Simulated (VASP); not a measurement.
# Ta (P6/mmm) in VASP: notebook

The runs below take Ta through single point, with PBE.

Everything below comes from runs of VASP 6.6.1. Logs are shortened: lines on timing, memory, paths and dates and some standing lists are left out, and cuts for length are marked.

### 1 The cell of the first run

It takes space group P6/mmm (No. 191, hexagonal). Conventional cell: a = 2.870 Å, b = 2.870 Å, c = 2.733 Å, α = 90.00°, β = 90.00°, γ = 120.00°. Within 3.6 Å of Ta (site symmetry 6/mmm) lie 8 Ta at 2.73 to 2.87 Å.

### 2 Single point, PBE

Contents of INCAR:

```
SYSTEM = Ta
PREC     = Accurate       ! precision mode
ENCUT    = 520            ! plane-wave cutoff, eV
EDIFF    = 1E-6           ! SCF threshold, eV
ISMEAR   = -1             ! smearing method
SIGMA    = 0.05           ! smearing width, eV
LREAL    = .False.        ! projectors in reciprocal space
LASPH    = .True.         ! aspherical terms in the spheres
NELM     = 100            ! most SCF steps
ALGO     = Normal         ! electronic algorithm
ISIF     = 2              ! what is computed and relaxed
LWAVE    = .False.        ! write WAVECAR
LCHARG   = .True.         ! write CHGCAR
GGA      = PE             ! functional
LELF     = .True.         ! ELF
LVHAR    = .True.       
NBANDS   = 12             ! bands
```

Contents of KPOINTS:

```
regular mesh
0
Gamma
  15 15 14
  0 0 0
```

Contents of POSCAR:

```
Ta
1.0
    2.8703562060      0.0000000000      0.0000000000
   -1.4351781030      2.4858013923      0.0000000000
    0.0000000000      0.0000000000      2.7325115189
Ta
1
Direct
    0.0000000000      0.0000000000      0.0000000000
```

Potentials or basis: VASP PAW PBE potentials, release 64 (Ta_pv).

Command:

```bash
$ cat potpaw_PBE.64/Ta_pv/POTCAR > POTCAR
$ mpirun -np 1 vasp_std > vasp.out
```

OUTCAR:

```text
SYSTEM = Ta
   PREC = Accurate
   ENCUT = 520
   EDIFF = 1E-6
   ISMEAR = -1
   LREAL = .False.
   LASPH = .True.
   NELM = 100
   ISIF = 2
   GGA = PE

 ion  position               nearest neighbor table
   1  0.000  0.000  0.000-

  LATTYP: Found a hexagonal cell.
 ALAT       =     2.8703562060
 C/A-ratio  =     0.9519764527

  Lattice vectors:

 A1 = (   2.8703562060,   0.0000000000,   0.0000000000)
 A2 = (  -1.4351781030,   2.4858013923,   0.0000000000)
 A3 = (   0.0000000000,   0.0000000000,   2.7325115189)

Analysis of symmetry for initial positions (statically):
=====================================================================
 Subroutine PRICEL returns:
 Original cell was already a primitive cell.

 Routine SETGRP: Setting up the symmetry group for a
 hexagonal supercell.

 Subroutine GETGRP returns: Found 24 space group operations
 (whereof 24 operations were pure point group operations)
 out of a pool of 24 trial point group operations.

The static configuration has the point symmetry D_6h.

Analysis of symmetry for dynamics (positions and initial velocities):
=====================================================================
 Subroutine PRICEL returns:
 Original cell was already a primitive cell.

 Routine SETGRP: Setting up the symmetry group for a
 hexagonal supercell.

 Subroutine GETGRP returns: Found 24 space group operations
 (whereof 24 operations were pure point group operations)
 out of a pool of 24 trial point group operations.

The dynamic configuration has the point symmetry D_6h.

 Subroutine INISYM returns: Found 24 space group operations
 (whereof 24 operations are pure point group operations),
 and found     1 'primitive' translations

----------------------------------------------------------------------------------------

                                     Primitive cell

  volume of cell :      19.4968

  direct lattice vectors                    reciprocal lattice vectors
     2.870356206  0.000000000  0.000000000     0.348388816  0.201142377  0.000000000
    -1.435178103  2.485801392  0.000000000     0.000000000  0.402284753  0.000000000
     0.000000000  0.000000000  2.732511519     0.000000000  0.000000000  0.365963691

  length of vectors
     2.870356206  2.870356206  2.732511519     0.402284753  0.402284753  0.365963691

  position of ions in fractional coordinates (direct lattice)
     0.000000000  0.000000000  0.000000000

  ion indices of the primitive-cell ions
   primitive index   ion index
                 1           1

----------------------------------------------------------------------------------------

 KPOINTS: regular mesh

Automatic generation of k-mesh.
 Grid dimensions read from file:
 generate k-points for:   15   15   14

 Generating k-lattice:

  Cartesian coordinates                     Fractional coordinates (reciprocal lattice)
     0.023225921  0.013409492  0.000000000     0.066666667  0.000000000  0.000000000
     0.000000000  0.026818984  0.000000000     0.000000000  0.066666667  0.000000000
     0.000000000  0.000000000  0.026140264     0.000000000  0.000000000  0.071428571

  Length of vectors
     0.026818984  0.026818984  0.026140264

  Shift w.r.t. Gamma in fractional coordinates (k-lattice)
     0.000000000  0.000000000  0.000000000

 Subroutine IBZKPT returns following result:
 ===========================================

 Found    216 irreducible k-points:

 Following reciprocal coordinates:
            Coordinates               Weight
  0.000000  0.000000  0.000000      1.000000
  0.066667  0.000000  0.000000      6.000000
  0.133333  0.000000  0.000000      6.000000
  0.200000  0.000000  0.000000      6.000000
  0.266667  0.000000  0.000000      6.000000
  0.333333  0.000000  0.000000      6.000000
[... 16 lines left out ...]
  0.333333  0.200000  0.000000     12.000000
  0.400000  0.200000  0.000000      6.000000
 [... further k-points ...]
   k-points           NKPTS =    216   k-points in BZ     NKDIM =    216   number of bands    NBANDS=     12
   number of dos      NEDOS =    301   number of ions     NIONS =      1
   total plane-waves  NPLWV =  11520
   dimension x,y,z NGX =    24 NGY =   24 NGZ =   20
   dimension x,y,z NGXF=    48 NGYF=   48 NGZF=   40
   ions per type =               1
   NGX,Y,Z   is equivalent  to a cutoff of  13.90, 13.90, 12.17 a.u.
   NGXF,Y,Z  is equivalent  to a cutoff of  27.80, 27.80, 24.34 a.u.
 SYSTEM =  Ta
   PREC   = accura    normal or accurate (medium, high low for compatibility)
   ISTART =      0    job   : 0-new  1-cont  2-samecut
   ICHARG =      2    charge: 1-file 2-atom 10-const
   ISPIN  =      1    spin polarized calculation?
   LNONCOLLINEAR =      F non collinear calculations
   LSORBIT =      F    spin-orbit coupling
   LASPH  =      T    aspherical Exc in radial PAW
   ENCUT  =  520.0 eV  38.22 Ry    6.18 a.u.   5.34  5.34  5.08*2*pi/ulx,y,z
   NELM   =    100;   NELMIN=  2; NELMDL= -5     # of ELM steps
   EDIFF  = 0.1E-05   stopping-criterion for ELM
   LREAL  =      F    real-space projection
   EDIFFG = 0.1E-04   stopping-criterion for IOM
   NSW    =      0    number of steps for IOM
   IBRION =     -1    ionic relax: 0-MD 1-quasi-New 2-CG
   NFREE  =      0    steps in history (QN), initial steepest desc. (CG)
   ISIF   =      2    stress and relaxation
   ISYM   =      2    0-nonsym 1-usesym 2-fastsym
   POTIM  = 0.5000    time-step for ionic-motion
   TEBEG  =    0.0;   TEEND  =   0.0 temperature during run
   PSTRESS=    0.0 pullay stress
   NELECT =      11.0000    total number of electrons
   NUPDOWN=      -1.0000    fix difference up-down
   EMIN   =  10.00;   EMAX   =-10.00  energy-range for DOS
   EFERMI =   0.00;   METHOD = LEGACY
   ISMEAR =    -1;   SIGMA  =   0.05  broadening in eV -4-tet -1-fermi 0-gaus
   EFERMI_NEDOS =   21; number of points for ismear=-14 and -15
   IALGO  =     38    algorithm
   IMIX   =      4    mixing-type and parameters
     AMIX     =   0.40;   BMIX     =  1.00
     AMIX_MAG =   1.60;   BMIX_MAG =  1.00
  volume/ion in A,a.u.               =      19.50       131.57
  Fermi-wavevector in a.u.,A,eV,Ry     =   1.352750  2.556327 24.897757  1.829933
  Thomas-Fermi vector in A             =   2.480063
   LORBIT       =      0    0 simple, 1 ext, 2 COOP (PROOUT), +10 PAW based schemes
   GGA     = PE    functional components
   LHFCALC =     F    Hartree Fock is set to
   AEXX    =    0.0000 exact exchange contribution
   IVDW    =     0    specifies the selected vdW correction
   LEPSILON=     F    determine dielectric tensor
   LRPA    =     F    only Hartree local field effects (RPA)
 non-spin polarized calculation
  energy-cutoff  :      520.00
  volume of cell :       19.50
 maximum number of plane-waves:       550
 NGX is ok and might be reduce to    24
   NGX = 11   NGY = 11   NGZ = 11

 number of electron      11.0000001 magnetization

 Free energy of the ion-electron system (eV)
  ---------------------------------------------------
  ext. energy  EPLUGINS =         0.00000000
  ---------------------------------------------------
  free energy    TOTEN  =       -11.12373681 eV

  energy without entropy =      -11.11490090  energy(sigma->0) =      -11.11931885

 E-fermi :   5.3108     XC(G=0): -12.1521

 val. band max:        5.2858055945   @ k =   0.1333   0.0667   0.2857
 cond. band min:       5.3147916967   @ k =   0.2000   0.0667   0.2857
 fundamental gap:      0.0289861022
 Fermi energy:         5.3108299801

 k-point     1 :       0.0000    0.0000    0.0000
  band No.  band energies     occupation
      1     -28.4680      2.00000
      2     -28.4122      2.00000
      3     -28.4122      2.00000
      4      -2.6508      2.00000
      5       2.2365      2.00000
      6       5.7607      0.00025
      7       5.7607      0.00025
      8      11.3155      0.00000
      9      11.3155      0.00000
     10      17.9362      0.00000
     11      19.2640      0.00000
     12      19.3521      0.00000

 k-point     2 :       0.0667    0.0000    0.0000
  band No.  band energies     occupation
      1     -28.4646      2.00000
      2     -28.4625      2.00000
      3     -28.4239      2.00000
      4      -2.4791      2.00000
      5       2.3156      2.00000
      6       5.5529      0.01566
      7       5.9282      0.00001
      8      11.0364      0.00000
      9      11.2760      0.00000
     10      18.3785      0.00000
     11      19.3516      0.00000
     12      19.6917      0.00000

 k-point     3 :       0.1333    0.0000    0.0000
  band No.  band energies     occupation
      1     -28.6109      2.00000
      2     -28.4568      2.00000
      3     -28.4470      2.00000
      4      -1.9908      2.00000
      5       2.5363      2.00000
      6       5.0523      1.98870
      7       6.4231      0.00000
      8      10.3589      0.00000
      9      11.1663      0.00000
     10      19.3485      0.00000
     11      19.5127      0.00000
     12      20.7947      0.00000
[... 286 lines left out ...]
 k-point    23 :       0.3333    0.2000    0.0000
  band No.  band energies     occupation
      1     -29.3859      2.00000
      2     -28.9042      2.00000
      3     -28.3342      2.00000
      4       1.9858      2.00000
      5       3.1994      2.00000
      6       4.6068      2.00000
      7       7.9091      0.00000
      8       9.5524      0.00000
      9      12.2510      0.00000
     10      13.9260      0.00000
     11      16.2381      0.00000
     12      19.3570      0.00000

 k-point    24 :       0.4000    0.2000    0.0000
  band No.  band energies     occupation
      1     -29.4071      2.00000
      2     -28.9303      2.00000
      3     -28.3296      2.00000
      4       2.0656      2.00000
      5       3.2724      2.00000
      6       4.8105      1.99991
      7       7.8614      0.00000
      8       9.4614      0.00000
      9      12.7777      0.00000
     10      13.3660      0.00000
     11      15.8457      0.00000
     12      19.3568      0.00000

 [... further k-points ...]
[... 5 lines left out ...]
  --------------------------------------------------------------------------------------
  -------------------------------------------------------------------------------------
  Total        0.2618515      0.2618515      0.2663309      0.0000000     -0.0000000     -0.0000000
  in kB       21.5179739     21.5179739     21.8860807      0.0000000     -0.0000000     -0.0000000
  external PRESSURE =      21.6406762 kB  Pullay stress =       0.0000000 kB

 VOLUME and BASIS-vectors are now :
 -----------------------------------------------------------------------------
  energy-cutoff  :      520.00
  volume of cell :       19.50
      direct lattice vectors                 reciprocal lattice vectors
     2.870356206  0.000000000  0.000000000     0.348388816  0.201142377  0.000000000
    -1.435178103  2.485801392  0.000000000     0.000000000  0.402284753  0.000000000
     0.000000000  0.000000000  2.732511519     0.000000000  0.000000000  0.365963691

 POSITION                                       TOTAL-FORCE (eV/Angst)
 -----------------------------------------------------------------------------------
      0.00000      0.00000      0.00000        -0.000000      0.000000      0.000000
 -----------------------------------------------------------------------------------
    total drift:                                0.000000      0.000000      0.000000

  FREE ENERGIE OF THE ION-ELECTRON SYSTEM (eV)
  ---------------------------------------------------
  free  energy   TOTEN  =       -11.1237368110 eV

  energy  without entropy=      -11.1149008977  energy(sigma->0) =      -11.11931885
```

Run time: 13 s. Hardware: 1 thread of Intel Xeon 6975P-C (Granite Rapids), shared host; peak memory 0.17 GiB.

What came out:

```yaml
Free_energy: -11.1237 eV
Pressure: 2.2 GPa
```

Levels at points of the mesh, in eV from the Fermi level:
```tsv
k point	band 1	band 2	band 3	band 4	band 5	band 6	band 7	band 8	band 9	band 10
(0.00, 0.00, 0.00)	-33.78	-33.72	-33.72	-7.96	-3.07	0.45	0.45	6.00	6.00	12.63
(0.00, 0.00, 0.50)	-34.99	-33.62	-33.62	-4.52	-0.60	1.29	1.29	2.52	2.52	9.91
```

Caveat: spin-orbit coupling is left out, which moves the levels of the heavy elements.

(Part 1 of 2 ends here.)
